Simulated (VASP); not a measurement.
Input of a VASP 6.6.1 run:

Contents of INCAR:

```
SYSTEM = PbS
PREC = Accurate
ENCUT = 520
EDIFF = 1E-6
ISMEAR = -1
SIGMA = 0.05
LREAL = .FALSE.
LASPH = .TRUE.
NELM = 100
ALGO = Normal
ISIF = 2
LWAVE = .FALSE.
LCHARG = .FALSE.
GGA = PE
NBANDS = 28
```

The input KPOINTS:

```
regular mesh
0
G
  7 7 6
  0 0 0
```

The input POSCAR:

```
PbS
1.0
    2.1073236324     -6.0701387599      0.0000000000
    2.1073236324      6.0701387599      0.0000000000
    0.0000000000      0.0000000000      4.3356342523
Pb S
2 2
Direct
    0.1305633500      0.8694366500      0.2500000000
    0.8694366500      0.1305633500      0.7500000000
    0.3547970900      0.6452029100      0.2500000000
    0.6452029100      0.3547970900      0.7500000000
```

Potentials or basis: VASP PAW PBE potentials, release 64 (Pb_d, S).

Command:

```bash
$ cat potpaw_PBE.64/Pb_d/POTCAR potpaw_PBE.64/S/POTCAR > POTCAR
$ mpirun -np 1 vasp_std > vasp.out
```

Q: Estimate the band gap on the k mesh.

A: 1.32 eV, indirect (least direct gap 1.42 eV).

Q: Predict the largest force.

A: 0.160 eV/Å.

Stress tensor (GPa, compression positive):
```
-1.12  0.00  0.00
 0.00 -0.68  0.00
 0.00  0.00 -1.17
```

Caveat: spin-orbit coupling is left out, which moves the levels of the heavy elements. A k mesh can miss the band edges.
